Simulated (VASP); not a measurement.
Wanted: the native input for a VASP 6.6.1 run.

| Quantity | Value |
| --- | --- |
| Task | relaxation of shape and atoms at fixed volume |
| Functional | PBE |
| Potentials or basis | VASP PAW PBE potentials, release 64 (Cd, Se) |
| Cutoff | 600 eV |
| k mesh | 9 × 9 × 6 |
| Occupations | gaussian, width 0.02 eV |
| Spin | no spin polarisation |
| Dipole correction | no |
| Further INCAR settings | ALGO = Normal; EDIFF = 1e-06; IBRION = 2; EDIFFG = -0.01; NSW = 50; ISIF = 4 |

The structure of CdSe lies in POSCAR:

```
CdSe
1.0
    4.4685091402      0.0000000000      0.0000000000
   -2.2342545701      3.8698424324      0.0000000000
    0.0000000000      0.0000000000      7.2959703475
Cd Se
2 2
Direct
    0.3333333333      0.6666666667      0.0046130448
    0.6666666667      0.3333333333      0.5046130448
    0.3333333333      0.6666666667      0.3803869552
    0.6666666667      0.3333333333      0.8803869552
```

One way to write it, as run:

INCAR

```
  ALGO = Normal
  EDIFF = 1E-6
  EDIFFG = -0.01
  ENCUT = 600
  GGA = PE
  IBRION = 2
  ISIF = 4
  ISMEAR = 0
  LASPH = T
  LCHARG = F
  LREAL = F
  LWAVE = F
  NELM = 80
  NSW = 50
  PREC = Accurate
  SIGMA = 0.02
```

KPOINTS

```
k-points
0
Gamma
  9 9 6
```

Potentials or basis: VASP PAW PBE potentials, release 64 (Cd, Se).

Launch:

```console
$ cat potpaw_PBE.64/Cd/POTCAR potpaw_PBE.64/Se/POTCAR > POTCAR
$ mpirun -np 1 vasp_std > vasp.out
```

It gave:

```
Pressure after relaxing : -2.1 GPa
Band gap on the k mesh  : 0.41 eV
```

Caveat: the relaxation stopped at its first step, so nothing moved; semilocal functionals underestimate gaps, and a narrow one can read as zero.

It took 4.6 min on 1 thread of Oxide Virtual Turin-like Processor, on a shared host, peak memory 0.33 GiB.
